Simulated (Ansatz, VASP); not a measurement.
## Two plane-wave programs on Ge2F3

```
CELL_PARAMETERS angstrom
4.63273 0.00000 0.00000
-2.31636 4.01206 0.00000
0.00000 0.00000 5.56395
ATOMIC_POSITIONS crystal
Ge 0.00000 0.00000 0.79128
Ge 0.00000 0.00000 0.20872
F 0.50000 0.00000 0.00000
F 0.00000 0.50000 0.00000
F 0.50000 0.50000 0.00000
```

Alike in both runs: functional PBE; k mesh 6 × 6 × 4; occupations gaussian, width 0.1 eV; no spin polarisation.

Ansatz relaxed the structure, and its values are those at the end. VASP's run is a single point on that final structure, the one shown.

|  | VASP | Ansatz |
| --- | --- | --- |
| version | VASP 6.6.1 | Ansatz 0.2.0 |
| potentials or method | VASP PAW PBE potentials, release 64 (Ge_d, F), cutoff 520 eV | scalar-relativistic, plane waves, PAW |
| valence electrons in the cell | 49 | 49 |

```tsv
	VASP	Ansatz	Ansatz less VASP
gap on the k mesh at the Fermi level (eV)	none	none	-
pressure (GPa)	-0.1	0.0	+0.15
rms of the force components (eV/Å)	0.008	0.005	-0.0027
```

A gap of «none» marks a metal or a gap that the smearing closes.
